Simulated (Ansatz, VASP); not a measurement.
One calculation of Ni, two programs

INCAR

```
PREC = Accurate
ENCUT = 520
EDIFF = 1E-6
ISMEAR = -1
SIGMA = 0.05
LREAL = False
LASPH = True
NELM = 150
ALGO = Normal
ISIF = 2
LWAVE = False
LCHARG = False
ISPIN = 2
MAGMOM = -0.65 -0.65
LORBIT = 11
LMAXMIX = 4
GGA = RP
NBANDS = 21
```

The input KPOINTS:

```
Automatic mesh
0
Gamma
  13 13 13
```

POSCAR

```
Ni
1.0
    0.0000000000      2.2848746626      2.2848746626
    2.2848746626      0.0000000000      2.2848746626
    2.2848746626      2.2848746626      0.0000000000
Ni
2
Direct
    0.0000000000      0.0000000000      0.0000000000
    0.5000000000      0.5000000000      0.5000000000
```

Input for Ansatz:

```yaml
crystal:
  lattice:
    - [0.0, 2.2848746626, 2.2848746626]
    - [2.2848746626, 0.0, 2.2848746626]
    - [2.2848746626, 2.2848746626, 0.0]
  atoms:
    - { symbol: Ni, position: [0.0, 0.0, 0.0], spin: -0.65 }
    - { symbol: Ni, position: [0.5, 0.5, 0.5], spin: -0.65 }
hamiltonian:
  xc: rpbe
  pseudopotentials:
    kind: paw
    azcp:
      Ni: "pseudopotentials/Ni.paw.azcp"
basis:
  ecutwfc: 420
  fft_grid_basis: typed
kpoints:
  mp_grid: { grid: [13, 13, 13], shift: [0, 0, 0] }
magnetization:
  spin_polarized: true
scf:
  occupations: { method: fermi_dirac, width: 0.05 }
  lower_state_search: "off"
output:
  stress: true
```

Alike in both runs: task single point; functional RPBE; k mesh 13 × 13 × 13; occupations fermi-dirac, width 0.05 eV; collinear spin.

|  | VASP | Ansatz |
| --- | --- | --- |
| version | VASP 6.6.1 | Ansatz 0.2.0 |
| potentials or method | VASP PAW PBE potentials, release 64 (Ni), cutoff 520 eV | plane waves (420 eV) with PAW, scalar-relativistic |
| valence electrons in the cell | 20 | 36 |

|  | VASP | Ansatz | Ansatz less VASP |
| --- | --- | --- | --- |
| pressure (GPa) | 14.1 | 14.3 | +0.20 |
| net moment per atom (μB) | 0.50 | 0.51 | +0.007 |
| size of the moment on the site where the two differ most (μB) | 0.50 | 0.52 | +0.019 |

VASP's potentials were made for PBE, not for RPBE. Site moments also hang on the region over which each program counts them. VASP's potentials hold 20 valence electrons a cell and Ansatz's 36, so a difference there can come from the potentials and not from the codes. Ansatz's warnings: stability check not made.
